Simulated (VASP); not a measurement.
Set up this calculation in VASP 6.6.1, as the native input.

| Quantity | Value |
| --- | --- |
| Task | single point |
| Functional | r2SCAN |
| Potentials or basis | VASP PAW PBE potentials, release 64 (Te, Sn_d) |
| Cutoff | 520 eV |
| k mesh | 4 × 4 × 4 |
| Occupations | fermi-dirac, width 0.05 eV |
| Spin | no spin polarisation |
| Dipole correction | no |
| Further INCAR settings | ALGO = Normal; EDIFF = 1e-06; NBANDS = 24 |

Crystal: SnTe3.

```
Te Sn
1.0
     0.00000    3.86122    3.86122
     3.86122    0.00000    3.86122
     3.86122    3.86122    0.00000
Te Sn
3 1
Cartesian
  3.8612 3.8612 3.8612
  5.7918 5.7918 5.7918
  1.9306 1.9306 1.9306
  0.0000 0.0000 0.0000
```

These files were run (other wordings do the same):

POSCAR

```
SnTe3
1.0
    0.0000000000      3.8612190000      3.8612190000
    3.8612190000      0.0000000000      3.8612190000
    3.8612190000      3.8612190000      0.0000000000
Te Sn
3 1
Direct
    0.5000000000      0.5000000000      0.5000000000
    0.7500000000      0.7500000000      0.7500000000
    0.2500000000      0.2500000000      0.2500000000
    0.0000000000      0.0000000000      0.0000000000
```

INCAR.step1

```
SYSTEM = SnTe3
PREC     = Accurate       ! precision mode
ENCUT    = 520            ! plane-wave cutoff, eV
ISMEAR   = -1             ! smearing method
SIGMA    = 0.05           ! smearing width, eV
LREAL    = .False.        ! projectors in reciprocal space
LASPH    = .True.         ! aspherical terms in the spheres
NELM     = 60             ! most SCF steps
NBANDS   = 24             ! bands
GGA      = PE             ! functional
ALGO     = Normal         ! electronic algorithm
EDIFF    = 1E-4           ! SCF threshold, eV
LWAVE    = .True.         ! write WAVECAR
LCHARG   = .False.        ! write CHGCAR
```

INCAR.step2

```
SYSTEM = SnTe3
PREC     = Accurate       ! precision mode
ENCUT    = 520            ! plane-wave cutoff, eV
EDIFF    = 1E-6           ! SCF threshold, eV
ISMEAR   = -1             ! smearing method
SIGMA    = 0.05           ! smearing width, eV
LREAL    = .False.        ! projectors in reciprocal space
LASPH    = .True.         ! aspherical terms in the spheres
NELM     = 60             ! most SCF steps
ALGO     = Normal         ! electronic algorithm
ISIF     = 2              ! what is computed and relaxed
LWAVE    = .False.        ! write WAVECAR
LCHARG   = .False.        ! write CHGCAR
METAGGA  = R2SCAN         ! meta-GGA
LMIXTAU  = .True.       
NBANDS   = 24             ! bands
ISTART   = 1
```

KPOINTS

```
Automatic mesh
0
Gamma
  4 4 4
  0 0 0
```

Potentials or basis: VASP PAW PBE potentials, release 64 (Te, Sn_d).

Launch:

```console
$ cat potpaw_PBE.64/Te/POTCAR potpaw_PBE.64/Sn_d/POTCAR > POTCAR
$ cp INCAR.step1 INCAR
$ mpirun -np 1 vasp_std > vasp.out
$ cp INCAR.step2 INCAR
$ mpirun -np 1 vasp_std > vasp.out
```

Results of the run:

The pressure is 0.4 GPa. The band gap on the k mesh is zero (band 16 reaches 8.04 eV, above the bottom of band 17 at 5.69 eV).

Caveat: the PAW data sets were made with another functional, which shifts forces and pressure a little; spin-orbit coupling is left out, which moves the levels of the heavy elements.

It took 58 s on 1 thread of Intel(R) Xeon(R) 6975P-C (Granite Rapids), with other jobs on the host, peak memory 0.28 GiB.
